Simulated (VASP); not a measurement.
PbSe:

```
Pb Se
1.0
     0.00000    3.06215    3.06215
     3.06215    0.00000    3.06215
     3.06215    3.06215    0.00000
Pb Se
1 1
Cartesian
  3.0622 3.0622 3.0622
  0.0000 0.0000 0.0000
```

Base run:

| Property | Result |
| --- | --- |
| Program | VASP 6.6.1 |
| Functional | revPBE |
| Dispersion | D4 |
| Potentials or basis | VASP PAW PBE potentials, release 64 (Pb_d, Se) |
| Cutoff | 500 eV |
| k mesh | 6 × 6 × 6 |
| Occupations | gaussian, width 0.05 eV |
| Spin | no spin polarisation |

Its results: band gap on the k mesh 0.36 eV, direct; pressure 0.2 GPa.

Problem. The run is repeated on the same cell with these changes: functional from revPBE to r2SCAN; dispersion from D4 to rVV10; cutoff from 500 eV to 520 eV. What comes out?

Solution. Band gap on the k mesh 0.54 eV, direct; pressure 0.6 GPa.

Several settings changed at once, so the effect can't be laid on one alone.

Caveats: the PAW data sets were made with another functional, which shifts forces and pressure a little; spin-orbit coupling is left out, which moves the levels of the heavy elements.

A k mesh can miss the band edges.
